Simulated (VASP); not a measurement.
**Al: single point with PBEsol+D3(BJ)**

Crystal: Al.

```
CELL_PARAMETERS angstrom
0.00000 1.98092 1.98092
1.98092 0.00000 1.98092
1.98092 1.98092 0.00000
ATOMIC_POSITIONS crystal
Al 0.00000 0.00000 0.00000
```

```
Program             : VASP 6.6.1
Task                : single point
Functional          : PBEsol
Dispersion          : D3(BJ)
Potentials or basis : VASP PAW PBE potentials, release 64 (Al)
Cutoff              : 500 eV
k mesh              : 18 × 18 × 18
Occupations         : gaussian, width 0.1 eV
Spin                : no spin polarisation
```

- Pressure: 0.1 GPa
- Band gap on the k mesh: zero (an odd number of electrons rules out a gap without spin polarisation)
- Dispersion energy per atom: -0.337 eV

Levels at points of the mesh, in eV from the Fermi level:
```csv
k point,band 1,band 2,band 3,band 4,band 5,band 6
"(0.00, 0.00, 0.00)",-11.54,12.93,12.93,12.93,14.89,14.89
"(0.50, 0.00, 0.00)",-4.83,-4.45,11.72,11.72,12.05,12.05
"(0.50, 0.50, 0.00)",-3.06,-1.62,5.27,5.88,5.88,9.64
```

Wall time 8.3 s on 1 thread of AMD EPYC 9R45 96-Core Processor (Zen 5), on a shared host, peak memory 0.11 GiB.

Caveat: the PAW data sets were made with another functional, which shifts forces and pressure a little.
